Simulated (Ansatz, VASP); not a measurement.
# GaP: VASP beside Ansatz

```
Ga P
1.0
     0.00000    2.75254    2.75254
     2.75254    0.00000    2.75254
     2.75254    2.75254    0.00000
Ga P
1 1
Direct
  0.00000 0.00000 0.00000
  0.25000 0.25000 0.25000
```

Alike in both runs: task single point; functional PBE; k mesh 6 × 6 × 6; no spin polarisation.

```csv
,VASP,Ansatz
version,VASP 6.6.1,Ansatz 0.2.0
potentials or method,"VASP PAW PBE potentials, release 64 (Ga_d, P)","plane waves, PAW"
plane-wave cutoff (eV),520,420
occupations,"gaussian, width 0.01 eV",fixed
valence electrons in the cell,18,18
```

```tsv
	VASP	Ansatz	Ansatz less VASP
gap on the k mesh at the Fermi level (eV)	1.58	1.58	+0.003
pressure (GPa)	0.0	0.1	+0.06
```
